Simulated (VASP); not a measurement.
Write the native input for VASP 6.6.1 that does the following.

```
Task                    : single point
Functional              : PBEsol
Potentials or basis     : VASP PAW PBE potentials, release 64 (Al, Au)
Cutoff                  : 520 eV
k mesh                  : 12 × 12 × 12
Occupations             : gaussian, width 0.1 eV
Spin                    : no spin polarisation
Dipole correction       : no
k mesh for the DOS      : 18 × 18 × 18
Occupations for the DOS : tetrahedron
Further INCAR settings  : ALGO = Normal; EDIFF = 1e-06
```

Crystal: Al2Au.

```
Al Au
1.0
     0.00000    3.00149    3.00149
     3.00149    0.00000    3.00149
     3.00149    3.00149    0.00000
Al Au
2 1
Direct
  0.25000 0.25000 0.25000
  0.75000 0.75000 0.75000
  0.00000 0.00000 0.00000
```

These files were run (other wordings do the same):

POSCAR

```
Al2Au
1.0
    0.0000000000      3.0014927459      3.0014927459
    3.0014927459      0.0000000000      3.0014927459
    3.0014927459      3.0014927459      0.0000000000
Al Au
2 1
Direct
    0.2500000000      0.2500000000      0.2500000000
    0.7500000000      0.7500000000      0.7500000000
    0.0000000000      0.0000000000      0.0000000000
```

INCAR.step1

```
SYSTEM = Al2Au
PREC = Accurate
ENCUT = 520
EDIFF = 1E-6
ISMEAR = 0
SIGMA = 0.1
LREAL = .False.
LASPH = .True.
NELM = 80
ALGO = Normal
ISIF = 2
LWAVE = .False.
LCHARG = .True.
LMAXMIX = 4
GGA = PS
NBANDS = 16
```

KPOINTS.step1

```
Automatic mesh
0
Gamma
  12 12 12
  0 0 0
```

INCAR.step2

```
SYSTEM = Al2Au
PREC = Accurate
ENCUT = 520
EDIFF = 1E-6
ISMEAR = -5
SIGMA = 0.1
LREAL = .False.
LASPH = .True.
NELM = 80
ALGO = Normal
ISIF = 2
LWAVE = .False.
LCHARG = .False.
LMAXMIX = 4
GGA = PS
LORBIT = 10
NEDOS = 1001
ICHARG = 11
```

KPOINTS.step2

```
Automatic mesh
0
Gamma
  18 18 18
  0 0 0
```

Potentials or basis: VASP PAW PBE potentials, release 64 (Al, Au).

Command:

```sh
$ cat potpaw_PBE.64/Al/POTCAR potpaw_PBE.64/Au/POTCAR > POTCAR
$ cp INCAR.step1 INCAR
$ cp KPOINTS.step1 KPOINTS
$ mpirun -np 1 vasp_std > vasp.out
$ cp INCAR.step2 INCAR
$ cp KPOINTS.step2 KPOINTS
$ mpirun -np 1 vasp_std > vasp.out
```

Results of the run:

```yaml
Valence_electrons_inside_the_program's_atomic_spheres: Al 0.75; Au 9.99
```

Run time: 2.3 min on 1 thread of Intel Xeon 8259CL, with other jobs on the host, peak memory 0.28 GiB.
